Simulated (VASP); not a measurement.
Set up this calculation in VASP 6.6.1, as the native input.

- Task: single point
- Functional: PBEsol
- Potentials or basis: VASP PAW PBE potentials, release 64 (Rh_pv)
- Cutoff: 520 eV
- k mesh: 30 × 30 × 30
- Occupations: gaussian, width 0.15 eV
- Spin: no spin polarisation
- Dipole correction: no
- Further INCAR settings: ALGO = Fast; EDIFF = 1e-06; NBANDS = 14

The structure of Rh lies in POSCAR:

```
Rh
1.0
    0.0000000000      2.1215562313      1.4999402555
    2.1215562313      0.0000000000      1.4999402555
    2.1215562313      2.1215562313      0.0000000000
Rh
1
Direct
    0.0000000000      0.0000000000      0.0000000000
```

This cell differs from its parent crystal: ratio of the length along z to the lengths across it x 0.707, volume and fractional coordinates fixed.

One way to write it, as run:

INCAR

```
ALGO = Fast
EDIFF = 1E-6
ENCUT = 520
GGA = PS
ISIF = 2
ISMEAR = 0
LASPH = T
LCHARG = F
LREAL = F
LWAVE = F
NBANDS = 14
NELM = 60
PREC = Accurate
SIGMA = 0.15
```

KPOINTS

```
k-points
0
Gamma
  30 30 30
```

Potentials or basis: VASP PAW PBE potentials, release 64 (Rh_pv).

Run with:

```bash
$ cat potpaw_PBE.64/Rh_pv/POTCAR > POTCAR
$ mpirun -np 1 vasp_std > vasp.out
```

It gave:

* Pressure: 8.4 GPa

Caveat: the PAW data sets were made with another functional, which shifts forces and pressure a little.

Run time: 2.6 min on 1 thread of Intel(R) Xeon(R) Platinum 8559C (Emerald Rapids), on a shared host, peak memory 0.42 GiB.
